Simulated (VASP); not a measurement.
# BP (I-4m2) in VASP: a series of runs

Runs on BP. Level: r2SCAN. Tasks: single point.

Everything below comes from runs of VASP 6.6.1. Logs are shortened: lines on timing, memory, paths and dates and some standing lists are left out, and cuts for length are marked.

## 1. The cell of the first run

Symmetry: I-4m2, No. 119, tetragonal system. Conventional cell: a = 3.209 Å, b = 3.209 Å, c = 4.617 Å, α = 90.00°, β = 90.00°, γ = 90.00°. Within 2.6 Å of B (site symmetry -4m2) lie 4 P at 1.98 Å. Within 2.6 Å of P (site symmetry -4m2) lie 4 B at 1.98 Å.

## 2. Single point, r2SCAN (strain +0.0175 x Voigt [0, 1, 0, 0, 0, 0])

POSCAR

```
BP
1.0
    0.0000000000      2.3087075000      2.2690000000
    2.2690000000      0.0000000000      2.2690000000
    2.2690000000      2.3087075000      0.0000000000
B P
1 1
Direct
    0.0000000000      0.0000000000      0.0000000000
    0.7500000000      0.7500000000      0.7500000000
```

INCAR.step1

```
ALGO     = Normal         # electronic algorithm
EDIFF    = 1E-4           # SCF threshold, eV
ENCUT    = 520            # plane-wave cutoff, eV
GGA      = PE             # functional
ISMEAR   = 0              # smearing method
LASPH    = True           # aspherical terms in the spheres
LCHARG   = False          # write CHGCAR
LREAL    = False          # projectors in reciprocal space
LWAVE    = True           # write WAVECAR
NBANDS   = 11             # bands
NELM     = 80             # most SCF steps
PREC     = Accurate       # precision mode
SIGMA    = 0.05           # smearing width, eV
```

INCAR.step2

```
ALGO     = Normal         # electronic algorithm
EDIFF    = 1E-6           # SCF threshold, eV
ENCUT    = 520            # plane-wave cutoff, eV
ISIF     = 2              # what is computed and relaxed
ISMEAR   = 0              # smearing method
ISTART   = 1            
LASPH    = True           # aspherical terms in the spheres
LCHARG   = False          # write CHGCAR
LMIXTAU  = True         
LREAL    = False          # projectors in reciprocal space
LWAVE    = False          # write WAVECAR
METAGGA  = R2SCAN         # meta-GGA
NBANDS   = 11             # bands
NELM     = 80             # most SCF steps
PREC     = Accurate       # precision mode
SIGMA    = 0.05           # smearing width, eV
```

KPOINTS

```
k-points
0
Gamma
  10 10 10
```

Potentials or basis: VASP PAW PBE potentials, release 64 (B, P).

Started as:

```bash
> cat potpaw_PBE.64/B/POTCAR potpaw_PBE.64/P/POTCAR > POTCAR
> cp INCAR.step1 INCAR
> mpirun -np 1 vasp_std > vasp.out
> cp INCAR.step2 INCAR
> mpirun -np 1 vasp_std > vasp.out
```

OUTCAR:

```text
EDIFF = 1E-6
   ENCUT = 520
   ISIF = 2
   ISMEAR = 0
   ISTART = 1
   LASPH = True
   LREAL = False
   METAGGA = R2SCAN
   NELM = 80
   PREC = Accurate

 ion  position               nearest neighbor table
   1  0.000  0.000  0.000-   2 1.98   2 1.98   2 1.98   2 1.98
   2  0.750  0.750  0.750-   1 1.98   1 1.98   1 1.98   1 1.98

  LATTYP: Found a body centered tetragonal cell.
 ALAT       =     3.2088505730
 C/A-ratio  =     1.4389622997

  Lattice vectors:

 A1 = (   0.0000000000,  -2.3087075000,   2.2690000000)
 A2 = (   0.0000000000,  -2.3087075000,  -2.2690000000)
 A3 = (   2.2690000000,   2.3087075000,   0.0000000000)

Analysis of symmetry for initial positions (statically):
=====================================================================
 Subroutine PRICEL returns:
 Original cell was already a primitive cell.

 Routine SETGRP: Setting up the symmetry group for a
 body centered tetragonal supercell.

 Subroutine GETGRP returns: Found  8 space group operations
 (whereof  8 operations were pure point group operations)
 out of a pool of 16 trial point group operations.

The static configuration has the point symmetry D_2d.

Analysis of symmetry for dynamics (positions and initial velocities):
=====================================================================
 Subroutine PRICEL returns:
 Original cell was already a primitive cell.

 Routine SETGRP: Setting up the symmetry group for a
 body centered tetragonal supercell.

 Subroutine GETGRP returns: Found  8 space group operations
 (whereof  8 operations were pure point group operations)
 out of a pool of 16 trial point group operations.

The dynamic configuration has the point symmetry D_2d.

 Subroutine INISYM returns: Found  8 space group operations
 (whereof  8 operations are pure point group operations),
 and found     1 'primitive' translations

----------------------------------------------------------------------------------------

                                     Primitive cell

  volume of cell :      23.7721

  direct lattice vectors                    reciprocal lattice vectors
     0.000000000  2.308707500  2.269000000    -0.220361393  0.216571393  0.220361393
     2.269000000  0.000000000  2.269000000     0.220361393 -0.216571393  0.220361393
     2.269000000  2.308707500  0.000000000     0.220361393  0.216571393 -0.220361393

  length of vectors
[... 83 lines left out ...]
   LREAL  =      F    real-space projection
   EDIFFG = 0.1E-04   stopping-criterion for IOM
   NSW    =      0    number of steps for IOM
   IBRION =     -1    ionic relax: 0-MD 1-quasi-New 2-CG
   NFREE  =      0    steps in history (QN), initial steepest desc. (CG)
   ISIF   =      2    stress and relaxation
   ISYM   =      2    0-nonsym 1-usesym 2-fastsym
   POTIM  = 0.5000    time-step for ionic-motion
   TEBEG  =    0.0;   TEEND  =   0.0 temperature during run
   PSTRESS=    0.0 pullay stress
   NELECT =       8.0000    total number of electrons
   NUPDOWN=      -1.0000    fix difference up-down
   EMIN   =  10.00;   EMAX   =-10.00  energy-range for DOS
   EFERMI =   0.00;   METHOD = LEGACY
   ISMEAR =     0;   SIGMA  =   0.05  broadening in eV -4-tet -1-fermi 0-gaus
   EFERMI_NEDOS =   21; number of points for ismear=-14 and -15
   IALGO  =     38    algorithm
   IMIX   =      4    mixing-type and parameters
     AMIX     =   0.40;   BMIX     =  1.00
     AMIX_MAG =   1.60;   BMIX_MAG =  1.00
  volume/ion in A,a.u.               =      11.89        80.21
  Fermi-wavevector in a.u.,A,eV,Ry     =   1.138716  2.151862 17.642331  1.296675
  Thomas-Fermi vector in A             =   2.275420
   LORBIT       =      0    0 simple, 1 ext, 2 COOP (PROOUT), +10 PAW based schemes
   METAGGA = R2SCAN    functional components
   LHFCALC =     F    Hartree Fock is set to
   AEXX    =    0.0000 exact exchange contribution
   IVDW    =     0    specifies the selected vdW correction
   LEPSILON=     F    determine dielectric tensor
   LRPA    =     F    only Hartree local field effects (RPA)
 non-spin polarized calculation
 Gauss-broadening in eV      SIGMA  =   0.05
  energy-cutoff  :      520.00
  volume of cell :       23.77
 maximum number of plane-waves:       650
   NGX = 13   NGY = 11   NGZ = 13

 number of electron       8.0000000 magnetization

 Free energy of the ion-electron system (eV)
  ---------------------------------------------------
  ext. energy  EPLUGINS =         0.00000000
  ---------------------------------------------------
  free energy    TOTEN  =       -17.30188506 eV

  energy without entropy =      -17.30188506  energy(sigma->0) =      -17.30188506

 E-fermi :   7.5627     XC(G=0): -11.4228

 val. band max:        7.2450311990   @ k =   0.0000   0.0000   0.0000
 cond. band min:       8.5771798136   @ k =   0.4000   0.4000   0.0000
 fundamental gap:      1.3321486146
 Fermi energy:         7.5627304121

 k-point     1 :       0.0000    0.0000    0.0000
  band No.  band energies     occupation
      1      -8.9160      2.00000
      2       7.0620      2.00000
      3       7.2450      2.00000
      4       7.2450      2.00000
      5      10.7651      0.00000
      6      10.7651      0.00000
      7      10.8714      0.00000
      8      14.9115      0.00000
      9      19.4517      0.00000
     10      19.5470      0.00000
     11      20.0199      0.00000
[... 309 lines left out ...]
 k-point    24 :       0.4000    0.3000   -0.0000
  band No.  band energies     occupation
      1      -5.8359      2.00000
      2       0.7468      2.00000
      3       2.9699      2.00000
      4       3.4738      2.00000
      5       9.1628      0.00000
      6      11.0828      0.00000
      7      16.9771      0.00000
      8      17.4481      0.00000
      9      22.0278      0.00000
     10      23.1105      0.00000
     11      25.1163      0.00000

 [... further k-points ...]
[... 5 lines left out ...]
  --------------------------------------------------------------------------------------
  -------------------------------------------------------------------------------------
  Total       -0.2683682     -1.0173780     -0.2683682      0.0000000      0.0000000      0.0000000
  in kB      -18.0873022    -68.5685600    -18.0873022      0.0000000      0.0000000      0.0000000
  external PRESSURE =     -34.9143882 kB  Pullay stress =       0.0000000 kB

 VOLUME and BASIS-vectors are now :
 -----------------------------------------------------------------------------
  energy-cutoff  :      520.00
  volume of cell :       23.77
      direct lattice vectors                 reciprocal lattice vectors
     0.000000000  2.308707500  2.269000000    -0.220361393  0.216571393  0.220361393
     2.269000000  0.000000000  2.269000000     0.220361393 -0.216571393  0.220361393
     2.269000000  2.308707500  0.000000000     0.220361393  0.216571393 -0.220361393

 POSITION                                       TOTAL-FORCE (eV/Angst)
 -----------------------------------------------------------------------------------
      0.00000      0.00000      0.00000         0.000000      0.000000      0.000000
      3.40350      3.46306      3.40350        -0.000000     -0.000000     -0.000000
 -----------------------------------------------------------------------------------
    total drift:                               -0.000000     -0.000000     -0.000000

  FREE ENERGIE OF THE ION-ELECTRON SYSTEM (eV)
  ---------------------------------------------------
  free  energy   TOTEN  =       -17.3018850558 eV

  energy  without entropy=      -17.3018850558  energy(sigma->0) =      -17.30188506
```

OUTCAR.step1:

```text
EDIFF = 1E-4
   ENCUT = 520
   GGA = PE
   ISMEAR = 0
   LASPH = True
[... 557 lines left out ...]
 -----------------------------------------------------------------------------------
      0.00000      0.00000      0.00000         0.000000      0.000000      0.000000
      3.40350      3.46306      3.40350        -0.000000      0.000000     -0.000000
 -----------------------------------------------------------------------------------
    total drift:                               -0.000000     -0.000000     -0.000000

  FREE ENERGIE OF THE ION-ELECTRON SYSTEM (eV)
  ---------------------------------------------------
  free  energy   TOTEN  =       -12.9253806759 eV

  energy  without entropy=      -12.9253806759  energy(sigma->0) =      -12.92538068
```

Wall time 2.8 min (1 thread of AMD EPYC 7R13, shared host); peak memory 0.12 GiB.

What came out:

- Free energy: -17.3019 eV
- Pressure: -3.5 GPa
- Band gap on the k mesh: 1.33 eV, indirect (least direct gap 3.52 eV)

Stress tensor (GPa, compression positive):
```
-1.81  0.00  0.00
 0.00 -6.86  0.00
 0.00  0.00 -1.81
```

Caveat: the cell differs from its parent crystal (strain +0.0175 x Voigt [0, 1, 0, 0, 0, 0]); the PAW data sets were made with another functional, which shifts forces and pressure a little.

## 3. Single point, r2SCAN (strain +0.0200 x Voigt [0, 1, 0, 0, 0, 0])

POSCAR

```
BP
1.0
    0.0000000000      2.3143800000      2.2690000000
    2.2690000000      0.0000000000      2.2690000000
    2.2690000000      2.3143800000      0.0000000000
B P
1 1
Direct
    0.0000000000      0.0000000000      0.0000000000
    0.7500000000      0.7500000000      0.7500000000
```

INCAR.step1

```
SYSTEM = BP
PREC = Accurate
ENCUT = 520
ISMEAR = 0
SIGMA = 0.05
LREAL = .FALSE.
LASPH = .TRUE.
NELM = 60
NBANDS = 11
GGA = PE
ALGO = Normal
EDIFF = 1E-4
LWAVE = .TRUE.
LCHARG = .FALSE.
```

INCAR.step2

```
SYSTEM = BP
PREC = Accurate
ENCUT = 520
EDIFF = 1E-6
ISMEAR = 0
SIGMA = 0.05
LREAL = .FALSE.
LASPH = .TRUE.
NELM = 60
ALGO = Normal
ISIF = 2
LWAVE = .FALSE.
LCHARG = .TRUE.
METAGGA = R2SCAN
LMIXTAU = .TRUE.
LELF = .TRUE.
LVHAR = .TRUE.
NBANDS = 11
ISTART = 1
```

KPOINTS

```
regular mesh
0
G
  10 10 10
  0 0 0
```

Potentials or basis: VASP PAW PBE potentials, release 64 (B, P).

Started as:

```bash
> cat potpaw_PBE.64/B/POTCAR potpaw_PBE.64/P/POTCAR > POTCAR
> cp INCAR.step1 INCAR
> mpirun -np 1 vasp_std > vasp.out
> cp INCAR.step2 INCAR
> mpirun -np 1 vasp_std > vasp.out
```

OUTCAR:

```text
SYSTEM = BP
   PREC = Accurate
   ENCUT = 520
   EDIFF = 1E-6
   ISMEAR = 0
   LREAL = .FALSE.
   LASPH = .TRUE.
   NELM = 60
   ISIF = 2
   METAGGA = R2SCAN
   ISTART = 1

 ion  position               nearest neighbor table
   1  0.000  0.000  0.000-   2 1.98   2 1.98   2 1.98   2 1.98
   2  0.750  0.750  0.750-   1 1.98   1 1.98   1 1.98   1 1.98

  LATTYP: Found a body centered tetragonal cell.
 ALAT       =     3.2088505730
 C/A-ratio  =     1.4424978336

  Lattice vectors:

 A1 = (   0.0000000000,  -2.3143800000,   2.2690000000)
 A2 = (   0.0000000000,  -2.3143800000,  -2.2690000000)
 A3 = (   2.2690000000,   2.3143800000,   0.0000000000)

Analysis of symmetry for initial positions (statically):
=====================================================================
 Subroutine PRICEL returns:
 Original cell was already a primitive cell.

 Routine SETGRP: Setting up the symmetry group for a
 body centered tetragonal supercell.

 Subroutine GETGRP returns: Found  8 space group operations
 (whereof  8 operations were pure point group operations)
 out of a pool of 16 trial point group operations.

The static configuration has the point symmetry D_2d.

Analysis of symmetry for dynamics (positions and initial velocities):
=====================================================================
 Subroutine PRICEL returns:
 Original cell was already a primitive cell.

 Routine SETGRP: Setting up the symmetry group for a
 body centered tetragonal supercell.

 Subroutine GETGRP returns: Found  8 space group operations
 (whereof  8 operations were pure point group operations)
 out of a pool of 16 trial point group operations.

The dynamic configuration has the point symmetry D_2d.

 Subroutine INISYM returns: Found  8 space group operations
 (whereof  8 operations are pure point group operations),
 and found     1 'primitive' translations

----------------------------------------------------------------------------------------

                                     Primitive cell

  volume of cell :      23.8305
[... 112 lines left out ...]
  Thomas-Fermi vector in A             =   2.274490
   LORBIT       =      0    0 simple, 1 ext, 2 COOP (PROOUT), +10 PAW based schemes
   METAGGA = R2SCAN    functional components
   LHFCALC =     F    Hartree Fock is set to
   AEXX    =    0.0000 exact exchange contribution
   IVDW    =     0    specifies the selected vdW correction
   LEPSILON=     F    determine dielectric tensor
   LRPA    =     F    only Hartree local field effects (RPA)
 non-spin polarized calculation
 Gauss-broadening in eV      SIGMA  =   0.05
  energy-cutoff  :      520.00
  volume of cell :       23.83
 maximum number of plane-waves:       656
   NGX = 13   NGY = 11   NGZ = 13

 number of electron       8.0000000 magnetization

 Free energy of the ion-electron system (eV)
  ---------------------------------------------------
  ext. energy  EPLUGINS =         0.00000000
  ---------------------------------------------------
  free energy    TOTEN  =       -17.29927504 eV

  energy without entropy =      -17.29927504  energy(sigma->0) =      -17.29927504

 E-fermi :   7.5319     XC(G=0): -11.4118

 val. band max:        7.2250865872   @ k =   0.0000   0.0000   0.0000
 cond. band min:       8.5411859255   @ k =   0.4000   0.4000   0.0000
 fundamental gap:      1.3160993383
 Fermi energy:         7.5319490998

 k-point     1 :       0.0000    0.0000    0.0000
  band No.  band energies     occupation
      1      -8.9223      2.00000
      2       7.0158      2.00000
      3       7.2251      2.00000
      4       7.2251      2.00000
      5      10.7284      0.00000
      6      10.7284      0.00000
      7      10.8497      0.00000
      8      14.8420      0.00000
      9      19.4000      0.00000
     10      19.4818      0.00000
     11      20.0176      0.00000
[... 309 lines left out ...]
 k-point    24 :       0.4000    0.3000    0.0000
  band No.  band energies     occupation
      1      -5.8445      2.00000
      2       0.7300      2.00000
      3       2.9472      2.00000
      4       3.4460      2.00000
      5       9.1255      0.00000
      6      11.0473      0.00000
      7      16.8974      0.00000
      8      17.4345      0.00000
      9      21.9636      0.00000
     10      23.0726      0.00000
     11      25.0556      0.00000

 [... further k-points ...]
[... 5 lines left out ...]
  --------------------------------------------------------------------------------------
  -------------------------------------------------------------------------------------
  Total       -0.2905030     -1.1482805     -0.2905030      0.0000000     -0.0000000      0.0000000
  in kB      -19.5311389    -77.2013541    -19.5311389      0.0000000     -0.0000000      0.0000000
  external PRESSURE =     -38.7545440 kB  Pullay stress =       0.0000000 kB

 VOLUME and BASIS-vectors are now :
 -----------------------------------------------------------------------------
  energy-cutoff  :      520.00
  volume of cell :       23.83
      direct lattice vectors                 reciprocal lattice vectors
     0.000000000  2.314380000  2.269000000    -0.220361393  0.216040581  0.220361393
     2.269000000  0.000000000  2.269000000     0.220361393 -0.216040581  0.220361393
     2.269000000  2.314380000  0.000000000     0.220361393  0.216040581 -0.220361393

 POSITION                                       TOTAL-FORCE (eV/Angst)
 -----------------------------------------------------------------------------------
      0.00000      0.00000      0.00000         0.000000      0.000000      0.000000
      3.40350      3.47157      3.40350         0.000000     -0.000000     -0.000000
 -----------------------------------------------------------------------------------
    total drift:                               -0.000000     -0.000000     -0.000000

  FREE ENERGIE OF THE ION-ELECTRON SYSTEM (eV)
  ---------------------------------------------------
  free  energy   TOTEN  =       -17.2992750403 eV

  energy  without entropy=      -17.2992750403  energy(sigma->0) =      -17.29927504
```

OUTCAR.step1:

```text
SYSTEM = BP
   PREC = Accurate
   ENCUT = 520
   ISMEAR = 0
   LREAL = .FALSE.
   LASPH = .TRUE.
[... 558 lines left out ...]
      0.00000      0.00000      0.00000         0.000000     -0.000000     -0.000000
      3.40350      3.47157      3.40350        -0.000000      0.000000      0.000000
 -----------------------------------------------------------------------------------
    total drift:                               -0.000000     -0.000000     -0.000000

  FREE ENERGIE OF THE ION-ELECTRON SYSTEM (eV)
  ---------------------------------------------------
  free  energy   TOTEN  =       -12.9234355178 eV

  energy  without entropy=      -12.9234355178  energy(sigma->0) =      -12.92343552
```

OSZICAR.step1:

```text
N       E                     dE             d eps       ncg     rms          rms(c)
DAV:   1     0.912256655337E+01    0.91226E+01   -0.39007E+03  2244   0.652E+02
DAV:   2    -0.129397789764E+02   -0.22062E+02   -0.21181E+02  2985   0.109E+02
DAV:   3    -0.135861827780E+02   -0.64640E+00   -0.64382E+00  2850   0.161E+01
DAV:   4    -0.135889154598E+02   -0.27327E-02   -0.27324E-02  2561   0.118E+00
DAV:   5    -0.135889291433E+02   -0.13683E-04   -0.13683E-04  2843   0.854E-02    0.700E+00
DAV:   6    -0.130152506544E+02    0.57368E+00   -0.13353E+00  2538   0.493E+00    0.378E+00
DAV:   7    -0.129304972899E+02    0.84753E-01   -0.21386E-01  2820   0.230E+00    0.131E+00
DAV:   8    -0.129229010392E+02    0.75963E-02   -0.25809E-02  2641   0.911E-01    0.186E-01
DAV:   9    -0.129232277856E+02   -0.32675E-03   -0.71842E-04  2627   0.179E-01    0.116E-01
DAV:  10    -0.129234250024E+02   -0.19722E-03   -0.24918E-04  2516   0.990E-02    0.277E-02
DAV:  11    -0.129234355178E+02   -0.10515E-04   -0.10759E-05  1323   0.222E-02
   1 F= -.12923436E+02 E0= -.12923436E+02  d E =-.180356E-19
```

Wall time 2.7 min (1 thread of AMD EPYC 7R13, shared host); peak memory 0.12 GiB.

Results:

- Free energy: -17.2993 eV
- Pressure: -3.9 GPa
- Band gap on the k mesh: 1.32 eV, indirect (least direct gap 3.50 eV)

Levels at points of the mesh, in eV from the valence-band top:
```
           k point  band 1  band 2  band 3  band 4  band 5  band 6  band 7  band 8  band 9
(0.00, 0.00, 0.00)  -16.15   -0.21    0.00    0.00    3.50    3.50    3.62    7.62   12.17
(0.50, 0.00, 0.00)  -12.73   -9.42   -2.04   -1.77    3.88    4.91    5.05   10.78   15.15
(0.50, 0.50, 0.00)  -11.03   -9.03   -4.43   -4.39    1.43    1.76   12.56   12.99   16.07
(0.50, 0.00, 0.50)  -11.23   -9.21   -4.20   -4.20    1.66    2.05   12.80   12.80   15.92
```

Caveat: the cell differs from its parent crystal (strain +0.0200 x Voigt [0, 1, 0, 0, 0, 0]); the PAW data sets were made with another functional, which shifts forces and pressure a little. A k mesh can miss the band edges.
